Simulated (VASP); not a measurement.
# BeTe (F-43m) in VASP: further runs

Runs on BeTe. Level: PBEsol. Tasks: vibrations by perturbation theory.

Program: VASP 6.6.1. These are calculated values, not measurements. Logs are shortened: lines on timing, memory, paths and dates and some standing lists are left out, and cuts for length are marked.

## (1) The cell of the first run

The structure is cubic, space group F-43m (No. 216). The conventional cell has a = 5.606 Å, b = 5.606 Å, c = 5.606 Å, α = 90.00°, β = 90.00°, γ = 90.00°. Within 3.2 Å of Be (site symmetry -43m) lie 4 Te at 2.43 Å. Te (site symmetry -43m) has 4 Be at 2.43 Å within 3.2 Å.

## (2) Vibrations by perturbation theory, PBEsol

File INCAR:

```
SYSTEM = BeTe
PREC     = Accurate       ! precision mode
ENCUT    = 520            ! plane-wave cutoff, eV
EDIFF    = 1E-8           ! SCF threshold, eV
ISMEAR   = 0              ! smearing method
SIGMA    = 0.01           ! smearing width, eV
LREAL    = .False.        ! projectors in reciprocal space
LASPH    = .True.         ! aspherical terms in the spheres
NELM     = 60             ! most SCF steps
ALGO     = Normal         ! electronic algorithm
ISIF     = 2              ! what is computed and relaxed
LWAVE    = .False.        ! write WAVECAR
LCHARG   = .False.        ! write CHGCAR
GGA      = PS             ! functional
NBANDS   = 11             ! bands
IBRION   = 8              ! ionic algorithm
NSW      = 1              ! ionic steps
```

File KPOINTS:

```
Automatic mesh
0
Gamma
  8 8 8
  0 0 0
```

File POSCAR:

```
BeTe
1.0
    2.8027758361      2.8027758361      0.0000000000
   -2.8027758361      2.8027758361      0.0000000000
    0.0000000000      2.8027758361      2.8027758361
Be Te
1 1
Direct
    0.0000000000      0.0000000000      0.0000000000
    0.7500000000      0.2500000000      0.5000000000
```

Potentials or basis: VASP PAW PBE potentials, release 64 (Be, Te).

Launch:

```sh
> cat potpaw_PBE.64/Be/POTCAR potpaw_PBE.64/Te/POTCAR > POTCAR
> mpirun -np 1 vasp_std > vasp.out
```

OUTCAR:

```text
SYSTEM = BeTe
   PREC = Accurate
   ENCUT = 520
   EDIFF = 1E-8
   ISMEAR = 0
   LREAL = .False.
   LASPH = .True.
   NELM = 60
   ISIF = 2
   GGA = PS
   IBRION = 8
   NSW = 1

 ion  position               nearest neighbor table
   1  0.000  0.000  0.000-   2 2.43   2 2.43   2 2.43   2 2.43
   2  0.750  0.250  0.500-   1 2.43   1 2.43   1 2.43   1 2.43

  LATTYP: Found a face centered cubic cell.
 ALAT       =     5.6055516722

  Lattice vectors:

 A1 = (   0.0000000000,   2.8027758361,   2.8027758361)
 A2 = (   2.8027758361,   0.0000000000,   2.8027758361)
 A3 = (   2.8027758361,   2.8027758361,   0.0000000000)

Analysis of symmetry for initial positions (statically):
=====================================================================
 Subroutine PRICEL returns:
 Original cell was already a primitive cell.

 Routine SETGRP: Setting up the symmetry group for a
 face centered cubic supercell.

 Subroutine GETGRP returns: Found 24 space group operations
 (whereof 24 operations were pure point group operations)
 out of a pool of 48 trial point group operations.

The static configuration has the point symmetry T_d .

Analysis of symmetry for dynamics (positions and initial velocities):
=====================================================================
 Subroutine PRICEL returns:
 Original cell was already a primitive cell.

 Routine SETGRP: Setting up the symmetry group for a
 face centered cubic supercell.

 Subroutine GETGRP returns: Found 24 space group operations
 (whereof 24 operations were pure point group operations)
 out of a pool of 48 trial point group operations.

The dynamic configuration has the point symmetry T_d .

 Subroutine INISYM returns: Found 24 space group operations
 (whereof 24 operations are pure point group operations),
 and found     1 'primitive' translations

----------------------------------------------------------------------------------------

[... 497 lines left out ...]

 VOLUME and BASIS-vectors are now :
 -----------------------------------------------------------------------------
  energy-cutoff  :      520.00
  volume of cell :       44.03
      direct lattice vectors                 reciprocal lattice vectors
     2.802775836  2.802775836  0.000000000     0.178394574  0.178394574 -0.178394574
    -2.802775836  2.802775836  0.000000000    -0.178394574  0.178394574 -0.178394574
     0.000000000  2.802775836  2.802775836     0.000000000  0.000000000  0.356789147

 POSITION                                       TOTAL-FORCE (eV/Angst)
 -----------------------------------------------------------------------------------
      0.00000      0.00000      0.00000         0.000000     -0.000000      0.000000
      1.40139      4.20416      1.40139        -0.000000      0.000000     -0.000000
 -----------------------------------------------------------------------------------
    total drift:                               -0.000000      0.000000      0.000000

  FREE ENERGIE OF THE ION-ELECTRON SYSTEM (eV)
  ---------------------------------------------------
  free  energy   TOTEN  =        -8.2158453918 eV

  energy  without entropy=       -8.2158453918  energy(sigma->0) =       -8.21584539

[... ionic steps 2 to 3 ...]

--------------------------------------- Ionic step        4  -------------------------------------------

------------------------ aborting loop because EDIFF is reached ----------------------------------------

[... ionic steps 5 to 6 ...]

--------------------------------------- Ionic step        7  -------------------------------------------

 Free energy of the ion-electron system (eV)
  ---------------------------------------------------
  ---------------------------------------------------
  free energy    TOTEN  =        -0.04472398 eV

  energy without entropy =       -0.04472398

------------------------ aborting loop because EDIFF is reached ----------------------------------------

 INTERNAL STRAIN TENSOR  FOR ION    2  DIRECTION 1   (eV/Angst):
 -----------------------------------------------------------------------------
     0.00968  0.00000  0.00000
     0.00000 -0.01361  4.85588
     0.00000  4.85588 -0.01361

 INTERNAL STRAIN TENSOR FOR ION    2 for displacements in x,y,z  (eV/Angst):
          X           Y           Z          XY          YZ          ZX
  --------------------------------------------------------------------------------
  x     0.00000     0.00000     0.00000     0.00000     4.85588     0.00000
  y     0.00000    -0.00000     0.00000     0.00000     0.00000     4.85588
  z     0.00000     0.00000     0.00000     4.85588     0.00000     0.00000

 SECOND DERIVATIVES (NOT SYMMETRIZED)
 ------------------------------------
               1X          1Y          1Z          2X          2Y          2Z
  1X    -6.953227    0.000000   -0.000000    6.953227   -0.000000    0.000000
  1Y    -0.000000   -6.953227    0.000000    0.000000    6.953227   -0.000000
  1Z    -0.000000    0.000000   -6.953227    0.000000   -0.000000    6.953227
  2X     6.952981    0.000000   -0.000000   -6.952981   -0.000000    0.000000
  2Y    -0.000000    6.952981    0.000000    0.000000   -6.952981   -0.000000
  2Z    -0.000000    0.000000    6.952981    0.000000   -0.000000   -6.952981

 Eigenvectors and eigenvalues of the dynamical matrix
 ----------------------------------------------------

   1 f  =   14.207885 THz    89.270772 2PiTHz  473.924018 cm-1    58.759063 meV
             X         Y         Z           dx          dy          dz
      0.000000  0.000000  0.000000     0.898200   -0.356742    0.000000
      1.401388  4.204164  1.401388    -0.238712    0.094810    0.000000
[... 21 lines left out ...]
   6 f/i=    0.000063 THz     0.000393 2PiTHz    0.002086 cm-1     0.000259 meV
             X         Y         Z           dx          dy          dz
      0.000000  0.000000  0.000000     0.003171   -0.048067   -0.252294
      1.401388  4.204164  1.401388     0.011932   -0.180860   -0.949302

--------------------------------------------------------------------------------------------------------

 ELASTIC MODULI CONTR FROM IONIC RELAXATION (kBar)
 Direction    XX          YY          ZZ          XY          YZ          ZX
 --------------------------------------------------------------------------------
 XX          -0.0000     -0.0000     -0.0000     -0.0000     -0.0000      0.0000
 YY          -0.0000     -0.0000     -0.0000     -0.0000     -0.0000      0.0000
 ZZ          -0.0000     -0.0000     -0.0000     -0.0000     -0.0000      0.0000
 XY          -0.0000     -0.0000     -0.0000   -128.7708      0.0000     -0.0000
 YZ          -0.0000     -0.0000     -0.0000      0.0000   -128.7708      0.0000
 ZX           0.0000      0.0000      0.0000     -0.0000      0.0000   -128.7708
 --------------------------------------------------------------------------------
```

OSZICAR:

```text
N       E                     dE             d eps       ncg     rms          rms(c)
DAV:   1     0.201688533504E+02    0.20169E+02   -0.33134E+03   638   0.586E+02
DAV:   2    -0.715473558952E+01   -0.27324E+02   -0.25993E+02   853   0.936E+01
DAV:   3    -0.835055789594E+01   -0.11958E+01   -0.11938E+01   868   0.208E+01
DAV:   4    -0.836083967763E+01   -0.10282E-01   -0.10281E-01   739   0.218E+00
[... 41 lines left out ...]
RMM:   8    -0.447242071237E-01   -0.81503E-06   -0.20761E-07  3691   0.101E-04    0.605E-05
RMM:   9    -0.447239457481E-01    0.26138E-06   -0.49679E-08  3818   0.292E-05    0.239E-05
RMM:  10    -0.447239760109E-01   -0.30263E-07   -0.37046E-08  3845   0.824E-06    0.374E-06
RMM:  11    -0.447239803130E-01   -0.43021E-08   -0.88467E-10  3717   0.167E-06    0.103E-06
 Linear response finished
```

Run time: 4.4 min. Hardware: 1 thread of Intel Xeon 8259CL, shared host; peak memory 0.28 GiB.

What came out:

```
Highest phonon frequency at Γ, LO-TO splitting left out : 474 cm⁻¹
```

Phonon frequencies in cm⁻¹ (negative: imaginary):
```tsv
q point	frequencies
(0.000, 0.000, 0.000)	0 0 0 474 474 474
```

Caveat: the PAW data sets were made with another functional, which shifts forces and pressure a little; spin-orbit coupling is left out, which moves the levels of the heavy elements.

## (3) Vibrations by perturbation theory, PBEsol

This run uses another cell than the first one, of 22.82 Å³/atom.

File INCAR:

```
ALGO     = Normal         # electronic algorithm
EDIFF    = 1E-8           # SCF threshold, eV
ENCUT    = 520            # plane-wave cutoff, eV
GGA      = PS             # functional
IBRION   = 8              # ionic algorithm
ISIF     = 2              # what is computed and relaxed
ISMEAR   = 0              # smearing method
LASPH    = T              # aspherical terms in the spheres
LCHARG   = T              # write CHGCAR
LREAL    = F              # projectors in reciprocal space
LWAVE    = F              # write WAVECAR
NELM     = 100            # most SCF steps
NSW      = 1              # ionic steps
PREC     = Accurate       # precision mode
SIGMA    = 0.01           # smearing width, eV
```

File KPOINTS:

```
k-points
0
Gamma
  8 8 8
```

File POSCAR:

```
BeTe
1.0
    2.8362591507      2.8362591507      0.0000000000
   -2.8362591507      2.8362591507      0.0000000000
    0.0000000000      2.8362591507      2.8362591507
Be Te
1 1
Direct
    0.0000000000      0.0000000000      0.0000000000
    0.7500000000      0.2500000000      0.5000000000
```

Potentials or basis: VASP PAW PBE potentials, release 64 (Be, Te).

Launch:

```sh
> cat potpaw_PBE.64/Be/POTCAR potpaw_PBE.64/Te/POTCAR > POTCAR
> mpirun -np 1 vasp_std > vasp.out
```

OUTCAR:

```text
EDIFF = 1E-8
   ENCUT = 520
   GGA = PS
   IBRION = 8
   ISIF = 2
   ISMEAR = 0
   LASPH = T
   LREAL = F
   NELM = 100
   NSW = 1
   PREC = Accurate

 ion  position               nearest neighbor table
   1  0.000  0.000  0.000-   2 2.46   2 2.46   2 2.46   2 2.46
   2  0.750  0.250  0.500-   1 2.46   1 2.46   1 2.46   1 2.46

  LATTYP: Found a face centered cubic cell.
 ALAT       =     5.6725183014

  Lattice vectors:

 A1 = (   0.0000000000,   2.8362591507,   2.8362591507)
 A2 = (   2.8362591507,   0.0000000000,   2.8362591507)
 A3 = (   2.8362591507,   2.8362591507,   0.0000000000)

Analysis of symmetry for initial positions (statically):
=====================================================================
 Subroutine PRICEL returns:
 Original cell was already a primitive cell.

 Routine SETGRP: Setting up the symmetry group for a
 face centered cubic supercell.

 Subroutine GETGRP returns: Found 24 space group operations
 (whereof 24 operations were pure point group operations)
 out of a pool of 48 trial point group operations.

The static configuration has the point symmetry T_d .

Analysis of symmetry for dynamics (positions and initial velocities):
=====================================================================
 Subroutine PRICEL returns:
 Original cell was already a primitive cell.

 Routine SETGRP: Setting up the symmetry group for a
 face centered cubic supercell.

 Subroutine GETGRP returns: Found 24 space group operations
 (whereof 24 operations were pure point group operations)
 out of a pool of 48 trial point group operations.

[... 448 lines left out ...]
    total drift:                               -0.000000      0.000000      0.000000

  FREE ENERGIE OF THE ION-ELECTRON SYSTEM (eV)
  ---------------------------------------------------
  free  energy   TOTEN  =        -8.2076772990 eV

  energy  without entropy=       -8.2076772990  energy(sigma->0) =       -8.20767730

[... ionic steps 2 to 3 ...]

--------------------------------------- Ionic step        4  -------------------------------------------

------------------------ aborting loop because EDIFF is reached ----------------------------------------

[... ionic steps 5 to 6 ...]

--------------------------------------- Ionic step        7  -------------------------------------------

 Free energy of the ion-electron system (eV)
  ---------------------------------------------------
  ---------------------------------------------------
  free energy    TOTEN  =        -0.04503954 eV

  energy without entropy =       -0.04503954

------------------------ aborting loop because EDIFF is reached ----------------------------------------

 INTERNAL STRAIN TENSOR  FOR ION    2  DIRECTION 1   (eV/Angst):
 -----------------------------------------------------------------------------
     0.00885  0.00000 -0.00000
     0.00000 -0.01306  3.89643
     0.00000  3.89643 -0.01306

 INTERNAL STRAIN TENSOR FOR ION    2 for displacements in x,y,z  (eV/Angst):
          X           Y           Z          XY          YZ          ZX
  --------------------------------------------------------------------------------
  x     0.00000     0.00000     0.00000     0.00000     3.89643    -0.00000
  y     0.00000     0.00000     0.00000    -0.00000     0.00000     3.89643
  z     0.00000     0.00000     0.00000     3.89643    -0.00000     0.00000

 SECOND DERIVATIVES (NOT SYMMETRIZED)
 ------------------------------------
               1X          1Y          1Z          2X          2Y          2Z
  1X    -6.304218    0.000000    0.000000    6.304218    0.000000    0.000000
  1Y     0.000000   -6.304218    0.000000    0.000000    6.304218    0.000000
  1Z     0.000000    0.000000   -6.304218    0.000000    0.000000    6.304218
  2X     6.306012   -0.000000    0.000000   -6.306012    0.000000   -0.000000
  2Y     0.000000    6.306012   -0.000000   -0.000000   -6.306012    0.000000
  2Z     0.000000   -0.000000    6.306012   -0.000000    0.000000   -6.306012

 Eigenvectors and eigenvalues of the dynamical matrix
 ----------------------------------------------------

   1 f  =   13.528710 THz    85.003393 2PiTHz  451.269197 cm-1    55.950224 meV
             X         Y         Z           dx          dy          dz
      0.000000  0.000000  0.000000    -0.000000    0.966441    0.000000
      1.418130  4.254389  1.418130    -0.000000   -0.256890    0.000000
[... 21 lines left out ...]
   6 f/i=    0.000478 THz     0.003003 2PiTHz    0.015941 cm-1     0.001976 meV
             X         Y         Z           dx          dy          dz
      0.000000  0.000000  0.000000     0.004892    0.037067    0.254154
      1.418130  4.254389  1.418130     0.018405    0.139449    0.956150

--------------------------------------------------------------------------------------------------------

 ELASTIC MODULI CONTR FROM IONIC RELAXATION (kBar)
 Direction    XX          YY          ZZ          XY          YZ          ZX
 --------------------------------------------------------------------------------
 XX          -0.0000     -0.0000     -0.0000     -0.0000     -0.0000      0.0000
 YY          -0.0000     -0.0000     -0.0000     -0.0000     -0.0000     -0.0000
 ZZ          -0.0000     -0.0000     -0.0000     -0.0000     -0.0000      0.0000
 XY          -0.0000     -0.0000     -0.0000    -88.9069      0.0000      0.0000
 YZ          -0.0000     -0.0000     -0.0000      0.0000    -88.9069      0.0000
 ZX           0.0000     -0.0000      0.0000      0.0000      0.0000    -88.9069
 --------------------------------------------------------------------------------
```

OSZICAR:

```text
N       E                     dE             d eps       ncg     rms          rms(c)
DAV:   1     0.207690937096E+02    0.20769E+02   -0.34961E+03   464   0.810E+02
DAV:   2    -0.755888848787E+01   -0.28328E+02   -0.27519E+02   664   0.101E+02
DAV:   3    -0.832372923409E+01   -0.76484E+00   -0.76484E+00   592   0.218E+01
DAV:   4    -0.832844082761E+01   -0.47116E-02   -0.47116E-02   688   0.198E+00
[... 39 lines left out ...]
RMM:   8    -0.450398258924E-01   -0.73830E-06   -0.51696E-08  2500   0.168E-04    0.454E-05
RMM:   9    -0.450395219475E-01    0.30394E-06    0.21447E-08  2665   0.433E-05    0.264E-05
RMM:  10    -0.450395338570E-01   -0.11909E-07   -0.14522E-08  2700   0.156E-05    0.430E-06
RMM:  11    -0.450395408497E-01   -0.69928E-08   -0.90011E-09  2559   0.245E-06    0.938E-07
 Linear response finished
```

stdout:

```text
POSCAR found type information on POSCAR BeTe
 POSCAR found :  2 types and       2 ions
 scaLAPACK will be used
 -----------------------------------------------------------------------------
|                                                                             |
|                                                                             |
|     You enforced a specific xc type in the INCAR file but a different       |
|     I HOPE YOU KNOW WHAT YOU ARE DOING!                                     |
|                                                                             |
 -----------------------------------------------------------------------------

 LDA part: xc-table for (Slater+PW92), standard interpolation
 POSCAR, INCAR and KPOINTS ok, starting setup
 FFT: planning ... GRIDC
 FFT: planning ... GRID_SOFT
 FFT: planning ... GRID
 WAVECAR not read
 entering main loop
 Linear response reoptimize wavefunctions to high precision
 Linear response DOF=           2
 Linear response progress:
 first order change of Fermi-energy  -0.50921E-04
 force on displaced ion       1 direction 1 :  -6.304   0.000  -0.000
 Linear response progress:
 first order change of Fermi-energy  -0.40822E-03
 force on displaced ion       2 direction 1 :  -6.306  -0.000   0.000
 Linear response finished
```

Run time: 3.6 min. Hardware: 1 thread of Intel Xeon 8259CL, shared host; peak memory 0.26 GiB.

What came out:

```yaml
Highest_phonon_frequency_at_Γ_LO-TO_splitting_left_out: 451 cm⁻¹
```

Phonon frequencies in cm⁻¹ (negative: imaginary):
```
              q point        frequencies
(0.000, 0.000, 0.000)  0 0 0 451 451 451
```

Caveat: the cell stands under pressure or tension, which shifts response properties; the PAW data sets were made with another functional, which shifts forces and pressure a little; spin-orbit coupling is left out, which moves the levels of the heavy elements.
